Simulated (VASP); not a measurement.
## BaTiO3: density of states with PBEsol

Crystal: BaTiO3.

```
Ba Ti O
1.0
     3.99980    0.00000    0.00000
     0.00000    3.99980    0.00000
     0.00000    0.00000    4.01800
Ba Ti O
1 1 3
Direct
  0.00000 0.00000 0.00000
  0.50000 0.50000 0.50000
  0.50000 0.50000 0.00000
  0.50000 0.00000 0.50000
  0.00000 0.50000 0.50000
```

```yaml
Program: VASP 6.6.1
Task: density of states
Functional: PBEsol
Potentials_or_basis: VASP PAW PBE potentials, release 64 (Ba_sv, Ti_sv, O)
Cutoff: 520 eV
k_mesh: 7 × 7 × 7
Occupations: fermi-dirac, width 0.03 eV
Spin: no spin polarisation
Dipole_correction: no
k_mesh_for_the_DOS: 11 × 11 × 11
Occupations_for_the_DOS: tetrahedron
Further_INCAR_settings: ALGO = Normal; EDIFF = 1e-07
```

```json
{"Valence electrons inside the program's atomic spheres": "Ba 7.97; Ti 10.19; O 5.00"}
```

Levels at points of the mesh, in eV from the valence-band top:
| k point | band 16 | band 17 | band 18 | band 19 | band 20 | band 21 | band 22 | band 23 | band 24 |
| --- | --- | --- | --- | --- | --- | --- | --- | --- | --- |
| (0.00, 0.00, 0.00) | -1.08 | -1.08 | -0.13 | -0.12 | -0.12 | 1.72 | 1.72 | 1.72 | 3.93 |

Wall time 6.7 min on 1 thread of AMD EPYC 7R13 (shared host), peak memory 0.28 GiB.

Caveat: spin-orbit coupling is left out, which moves the levels of the heavy elements.
